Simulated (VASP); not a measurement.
# BaTiO3 (P4mm) in VASP: notebook

BaTiO3 is run at these levels: LDA; tasks: single point.

Everything below comes from runs of VASP 6.6.1. Logs are shortened: lines on timing, memory, paths and dates and some standing lists are left out, and cuts for length are marked.

## 1. The cell of the first run

The structure is tetragonal, space group P4mm (No. 99). The conventional cell has a = 4.000 Å, b = 4.000 Å, c = 4.018 Å, α = 90.00°, β = 90.00°, γ = 90.00°. Within 3.7 Å of Ba (site symmetry 4mm) lie 12 O at 2.79 to 2.88 Å and 8 Ti at 3.45 to 3.49 Å. Within 2.5 Å of Ti (site symmetry 4mm) lie 6 O at 1.89 to 2.13 Å. Within 2.7 Å of O (site symmetry 2mm) lie 2 Ti at 2.00 Å. O (site symmetry 4mm) has 2 Ti at 1.89 to 2.13 Å within 2.5 Å.

## 2. Single point, LDA

Input file INCAR:

```
SYSTEM = BaTiO3
ALGO     = Normal         ! electronic algorithm
EDIFF    = 1E-7           ! SCF threshold, eV
ENCUT    = 520            ! plane-wave cutoff, eV
GGA      = CA             ! functional
ISIF     = 2              ! what is computed and relaxed
ISMEAR   = 0              ! smearing method
LASPH    = .True.         ! aspherical terms in the spheres
LCHARG   = .True.         ! write CHGCAR
LELF     = .True.         ! ELF
LREAL    = .False.        ! projectors in reciprocal space
LVHAR    = .True.       
LWAVE    = .False.        ! write WAVECAR
NBANDS   = 28             ! bands
NELM     = 80             ! most SCF steps
PREC     = Accurate       ! precision mode
SIGMA    = 0.1            ! smearing width, eV
```

Input file KPOINTS:

```
k-points
0
Gamma
  6 6 6
  0 0 0
```

Input file POSCAR:

```
BaTiO3
1.0
    3.9998000000      0.0000000000      0.0000000000
    0.0000000000      3.9998000000      0.0000000000
    0.0000000000      0.0000000000      4.0180000000
Ba Ti O
1 1 3
Direct
    0.0000000000      0.0000000000      0.0000000000
    0.5000000000      0.5000000000      0.4900000000
    0.0000000000      0.5000000000      0.5170000000
    0.5000000000      0.0000000000      0.5170000000
    0.5000000000      0.5000000000      0.0190000000
```

Potentials or basis: VASP PAW LDA potentials, release 64 (Ba_sv, Ti_sv, O).

On the command line:

```
$ cat potpaw_LDA.64/Ba_sv/POTCAR potpaw_LDA.64/Ti_sv/POTCAR potpaw_LDA.64/O/POTCAR > POTCAR
$ mpirun -np 1 vasp_std > vasp.out
```

OUTCAR:

```text
SYSTEM = BaTiO3
   EDIFF = 1E-7
   ENCUT = 520
   GGA = CA
   ISIF = 2
   ISMEAR = 0
   LASPH = .True.
   LREAL = .False.
   NELM = 80
   PREC = Accurate

 ion  position               nearest neighbor table
   1  0.000  0.000  0.000-   3 2.79   4 2.79   3 2.79   4 2.79   5 2.83   5 2.83   5 2.83   5 2.83
                             4 2.88   3 2.88   4 2.88   3 2.88   2 3.45   2 3.45   2 3.45   2 3.45
   2  0.500  0.500  0.490-   5 1.89   4 2.00   3 2.00   4 2.00   3 2.00   5 2.13   1 3.45   1 3.45
                             1 3.45   1 3.45   1 3.49   1 3.49   1 3.49   1 3.49
   3  0.000  0.500  0.517-   2 2.00   2 2.00   1 2.79   1 2.79   1 2.88   1 2.88
   4  0.500  0.000  0.517-   2 2.00   2 2.00   1 2.79   1 2.79   1 2.88   1 2.88
   5  0.500  0.500  0.019-   2 1.89   2 2.13   1 2.83   1 2.83   1 2.83   1 2.83

  LATTYP: Found a simple tetragonal cell.
 ALAT       =     3.9998000000
 C/A-ratio  =     1.0045502275

  Lattice vectors:

 A1 = (   3.9998000000,   0.0000000000,   0.0000000000)
 A2 = (   0.0000000000,   3.9998000000,   0.0000000000)
 A3 = (   0.0000000000,   0.0000000000,   4.0180000000)

Analysis of symmetry for initial positions (statically):
=====================================================================
 Subroutine PRICEL returns:
 Original cell was already a primitive cell.

 Routine SETGRP: Setting up the symmetry group for a
 simple tetragonal supercell.

 Subroutine GETGRP returns: Found  8 space group operations
 (whereof  8 operations were pure point group operations)
 out of a pool of 16 trial point group operations.

The static configuration has the point symmetry C_4v.

Analysis of symmetry for dynamics (positions and initial velocities):
=====================================================================
 Subroutine PRICEL returns:
 Original cell was already a primitive cell.

 Routine SETGRP: Setting up the symmetry group for a
 simple tetragonal supercell.

 Subroutine GETGRP returns: Found  8 space group operations
 (whereof  8 operations were pure point group operations)
 out of a pool of 16 trial point group operations.

The dynamic configuration has the point symmetry C_4v.

 Subroutine INISYM returns: Found  8 space group operations
 (whereof  8 operations are pure point group operations),
 and found     1 'primitive' translations

----------------------------------------------------------------------------------------

                                     Primitive cell

  volume of cell :      64.2816

  direct lattice vectors                    reciprocal lattice vectors
     3.999800000  0.000000000  0.000000000     0.250012501  0.000000000  0.000000000
     0.000000000  3.999800000  0.000000000     0.000000000  0.250012501  0.000000000
     0.000000000  0.000000000  4.018000000     0.000000000  0.000000000  0.248880040

  length of vectors
     3.999800000  3.999800000  4.018000000     0.250012501  0.250012501  0.248880040

  position of ions in fractional coordinates (direct lattice)
     0.000000000  0.000000000  0.000000000
     0.500000000  0.500000000  0.490000000
     0.000000000  0.500000000  0.517000000
     0.500000000  0.000000000  0.517000000
     0.500000000  0.500000000  0.019000000

  ion indices of the primitive-cell ions
   primitive index   ion index
                 1           1
                 2           2
                 3           3
                 4           4
                 5           5

----------------------------------------------------------------------------------------

 KPOINTS: k-points

Automatic generation of k-mesh.
 Grid dimensions read from file:
 generate k-points for:    6    6    6

 Generating k-lattice:

  Cartesian coordinates                     Fractional coordinates (reciprocal lattice)
     0.041668750  0.000000000  0.000000000     0.166666667  0.000000000  0.000000000
     0.000000000  0.041668750  0.000000000     0.000000000  0.166666667  0.000000000
     0.000000000  0.000000000  0.041480007     0.000000000  0.000000000  0.166666667

  Length of vectors
     0.041668750  0.041668750  0.041480007

  Shift w.r.t. Gamma in fractional coordinates (k-lattice)
     0.000000000  0.000000000  0.000000000

 Subroutine IBZKPT returns following result:
 ===========================================

 Found     40 irreducible k-points:

 Following reciprocal coordinates:
            Coordinates               Weight
  0.000000  0.000000  0.000000      1.000000
  0.166667  0.000000  0.000000      4.000000
  0.333333  0.000000  0.000000      4.000000
  0.500000  0.000000  0.000000      2.000000
  0.166667  0.166667  0.000000      4.000000
  0.333333  0.166667  0.000000      8.000000
[... 16 lines left out ...]
  0.333333  0.000000  0.333333      8.000000
  0.500000  0.000000  0.333333      4.000000
 [... further k-points ...]
   k-points           NKPTS =     40   k-points in BZ     NKDIM =     40   number of bands    NBANDS=     28
   number of dos      NEDOS =    301   number of ions     NIONS =      5
   total plane-waves  NPLWV =  27000
   dimension x,y,z NGX =    30 NGY =   30 NGZ =   30
   dimension x,y,z NGXF=    60 NGYF=   60 NGZF=   60
   ions per type =               1   1   3
   NGX,Y,Z   is equivalent  to a cutoff of  12.47, 12.47, 12.41 a.u.
   NGXF,Y,Z  is equivalent  to a cutoff of  24.94, 24.94, 24.83 a.u.
 SYSTEM =  BaTiO3
   PREC   = accura    normal or accurate (medium, high low for compatibility)
   ISTART =      0    job   : 0-new  1-cont  2-samecut
   ICHARG =      2    charge: 1-file 2-atom 10-const
   ISPIN  =      1    spin polarized calculation?
   LNONCOLLINEAR =      F non collinear calculations
   LSORBIT =      F    spin-orbit coupling
   LASPH  =      T    aspherical Exc in radial PAW
   ENCUT  =  520.0 eV  38.22 Ry    6.18 a.u.   7.44  7.44  7.47*2*pi/ulx,y,z
   NELM   =     80;   NELMIN=  2; NELMDL= -5     # of ELM steps
   EDIFF  = 0.1E-06   stopping-criterion for ELM
   LREAL  =      F    real-space projection
   EDIFFG = 0.1E-05   stopping-criterion for IOM
   NSW    =      0    number of steps for IOM
   IBRION =     -1    ionic relax: 0-MD 1-quasi-New 2-CG
   NFREE  =      0    steps in history (QN), initial steepest desc. (CG)
   ISIF   =      2    stress and relaxation
   ISYM   =      2    0-nonsym 1-usesym 2-fastsym
   POTIM  = 0.5000    time-step for ionic-motion
   TEBEG  =    0.0;   TEEND  =   0.0 temperature during run
   PSTRESS=    0.0 pullay stress
   NELECT =      40.0000    total number of electrons
   NUPDOWN=      -1.0000    fix difference up-down
   EMIN   =  10.00;   EMAX   =-10.00  energy-range for DOS
   EFERMI =   0.00;   METHOD = LEGACY
   ISMEAR =     0;   SIGMA  =   0.10  broadening in eV -4-tet -1-fermi 0-gaus
   EFERMI_NEDOS =   21; number of points for ismear=-14 and -15
   IALGO  =     38    algorithm
   IMIX   =      4    mixing-type and parameters
     AMIX     =   0.40;   BMIX     =  1.00
     AMIX_MAG =   1.60;   BMIX_MAG =  1.00
  volume/ion in A,a.u.               =      12.86        86.76
  Fermi-wavevector in a.u.,A,eV,Ry     =   1.397653  2.641181 26.578078  1.953434
  Thomas-Fermi vector in A             =   2.520888
   LORBIT       =      0    0 simple, 1 ext, 2 COOP (PROOUT), +10 PAW based schemes
   GGA     = CA    functional components
   LHFCALC =     F    Hartree Fock is set to
   AEXX    =    0.0000 exact exchange contribution
   IVDW    =     0    specifies the selected vdW correction
   LEPSILON=     F    determine dielectric tensor
   LRPA    =     F    only Hartree local field effects (RPA)
 non-spin polarized calculation
 Gauss-broadening in eV      SIGMA  =   0.10
  energy-cutoff  :      520.00
  volume of cell :       64.28
 maximum number of plane-waves:      1751
 NGX is ok and might be reduce to    30
   NGX = 15   NGY = 15   NGZ = 15

 number of electron      39.9999977 magnetization

 Free energy of the ion-electron system (eV)
  ---------------------------------------------------
  ext. energy  EPLUGINS =         0.00000000
  ---------------------------------------------------
  free energy    TOTEN  =       -44.11369008 eV

  energy without entropy =      -44.11369008  energy(sigma->0) =      -44.11369008

 E-fermi :   4.0959     XC(G=0): -11.7207

 val. band max:        3.5355312324   @ k =   0.5000   0.5000   0.5000
 cond. band min:       5.2168022481   @ k =   0.0000   0.0000   0.0000
 fundamental gap:      1.6812710157
 Fermi energy:         4.0959101541

 k-point     1 :       0.0000    0.0000    0.0000
  band No.  band energies     occupation
      1     -52.3172      2.00000
      2     -28.9618      2.00000
      3     -28.9308      2.00000
      4     -28.9308      2.00000
      5     -21.1666      2.00000
      6     -13.0738      2.00000
[... 20 lines left out ...]
     27       8.4258      0.00000
     28      10.6486      0.00000

 k-point     2 :       0.1667    0.0000    0.0000
  band No.  band energies     occupation
      1     -52.3169      2.00000
      2     -28.9613      2.00000
      3     -28.9445      2.00000
      4     -28.9303      2.00000
      5     -21.1363      2.00000
      6     -13.1039      2.00000
[... 20 lines left out ...]
     27       8.9441      0.00000
     28      11.3023      0.00000

 k-point     3 :       0.3333    0.0000    0.0000
  band No.  band energies     occupation
      1     -52.3164      2.00000
      2     -28.9716      2.00000
      3     -28.9601      2.00000
      4     -28.9292      2.00000
      5     -21.0744      2.00000
      6     -13.2449      2.00000
[... 20 lines left out ...]
     27      10.1877      0.00000
     28      11.7391      0.00000

 k-point     4 :       0.5000    0.0000    0.0000
  band No.  band energies     occupation
      1     -52.3161      2.00000
      2     -28.9851      2.00000
      3     -28.9596      2.00000
      4     -28.9287      2.00000
      5     -21.0427      2.00000
      6     -13.3359      2.00000
[... 20 lines left out ...]
     27      10.9743      0.00000
     28      11.6531      0.00000

 k-point     5 :       0.1667    0.1667    0.0000
  band No.  band energies     occupation
      1     -52.3166      2.00000
      2     -28.9607      2.00000
      3     -28.9442      2.00000
      4     -28.9435      2.00000
      5     -21.1086      2.00000
      6     -13.0884      2.00000
[... 20 lines left out ...]
     27       9.4302      0.00000
     28      11.5681      0.00000

 k-point     6 :       0.3333    0.1667    0.0000
  band No.  band energies     occupation
      1     -52.3161      2.00000
      2     -28.9708      2.00000
      3     -28.9596      2.00000
      4     -28.9426      2.00000
      5     -21.0520      2.00000
      6     -13.1473      2.00000
[... 463 lines left out ...]
      5     -21.0776      2.00000
      6     -13.2139      2.00000
[... 20 lines left out ...]
     27      10.1940      0.00000
     28      11.7295      0.00000

 k-point    22 :       0.1667    0.0000    0.3333
  band No.  band energies     occupation
      1     -52.3161      2.00000
      2     -29.0001      2.00000
      3     -28.9426      2.00000
      4     -28.9288      2.00000
      5     -21.0552      2.00000
      6     -13.1126      2.00000
[... 20 lines left out ...]
     27      10.7032      0.00000
     28      12.1063      0.00000

 k-point    23 :       0.3333    0.0000    0.3333
  band No.  band energies     occupation
      1     -52.3156      2.00000
      2     -28.9984      2.00000
      3     -28.9692      2.00000
      4     -28.9277      2.00000
      5     -21.0096      2.00000
      6     -12.9408      2.00000
[... 20 lines left out ...]
     27      11.8353      0.00000
     28      12.1054      0.00000

 k-point    24 :       0.5000    0.0000    0.3333
  band No.  band energies     occupation
      1     -52.3153      2.00000
      2     -28.9975      2.00000
      3     -28.9824      2.00000
      4     -28.9272      2.00000
      5     -20.9864      2.00000
      6     -12.8943      2.00000
[... 20 lines left out ...]
     27      11.6190      0.00000
     28      12.9292      0.00000

 [... further k-points ...]
[... 5 lines left out ...]
  --------------------------------------------------------------------------------------
  -------------------------------------------------------------------------------------
  Total       -2.7355677     -2.7355677     -2.3359840      0.0000000      0.0000000      0.0000000
  in kB      -68.1822864    -68.1822864    -58.2229183      0.0000000      0.0000000      0.0000000
  external PRESSURE =     -64.8624971 kB  Pullay stress =       0.0000000 kB

 VOLUME and BASIS-vectors are now :
 -----------------------------------------------------------------------------
  energy-cutoff  :      520.00
  volume of cell :       64.28
      direct lattice vectors                 reciprocal lattice vectors
     3.999800000  0.000000000  0.000000000     0.250012501  0.000000000  0.000000000
     0.000000000  3.999800000  0.000000000     0.000000000  0.250012501  0.000000000
     0.000000000  0.000000000  4.018000000     0.000000000  0.000000000  0.248880040

 POSITION                                       TOTAL-FORCE (eV/Angst)
 -----------------------------------------------------------------------------------
      0.00000      0.00000      0.00000         0.000000      0.000000      0.038515
      1.99990      1.99990      1.96882        -0.000000     -0.000000     -0.156707
      0.00000      1.99990      2.07731         0.000000      0.000000     -0.123318
      1.99990      0.00000      2.07731        -0.000000      0.000000     -0.123318
      1.99990      1.99990      0.07634        -0.000000     -0.000000      0.364828
 -----------------------------------------------------------------------------------
    total drift:                                0.000000      0.000000      0.000019

  FREE ENERGIE OF THE ION-ELECTRON SYSTEM (eV)
  ---------------------------------------------------
  free  energy   TOTEN  =       -44.1136900757 eV

  energy  without entropy=      -44.1136900757  energy(sigma->0) =      -44.11369008
```

Run time: 40 s. Hardware: 1 thread of Intel Xeon 6975P-C (Granite Rapids), shared host; peak memory 0.2 GiB.

Results:

```
Free energy            : -44.1137 eV
Pressure               : -6.5 GPa
Largest force          : 0.365 eV/Å
Band gap on the k mesh : 1.68 eV, indirect (least direct gap 1.97 eV)
```

Forces in eV/Å, atoms in the order of the input:
```
Ba   0.000  0.000  0.039
Ti   0.000  0.000 -0.157
O    0.000  0.000 -0.123
O    0.000  0.000 -0.123
O    0.000  0.000  0.365
```

Levels at points of the mesh, in eV from the valence-band top:
```tsv
k point	band 16	band 17	band 18	band 19	band 20	band 21	band 22	band 23	band 24	band 25
(0.00, 0.00, 0.00)	-1.25	-1.16	-0.30	-0.29	-0.29	1.68	1.91	1.91	4.00	4.09
(0.50, 0.00, 0.00)	-2.00	-1.86	-1.76	-0.96	-0.85	2.04	3.45	3.49	4.06	5.88
(0.50, 0.50, 0.00)	-2.78	-1.78	-0.97	-0.97	-0.09	3.50	3.50	3.89	4.71	7.65
(0.00, 0.00, 0.50)	-1.99	-1.97	-1.97	-0.71	-0.71	1.85	3.52	3.52	4.00	6.02
(0.50, 0.00, 0.50)	-2.74	-1.74	-0.90	-0.89	-0.17	3.48	3.53	3.88	4.84	7.61
(0.50, 0.50, 0.50)	-2.45	-2.43	-0.08	-0.08	0.00	4.14	4.14	4.14	6.47	6.63
```

Caveat: spin-orbit coupling is left out, which moves the levels of the heavy elements.

(Continued in part 2 of 2.)
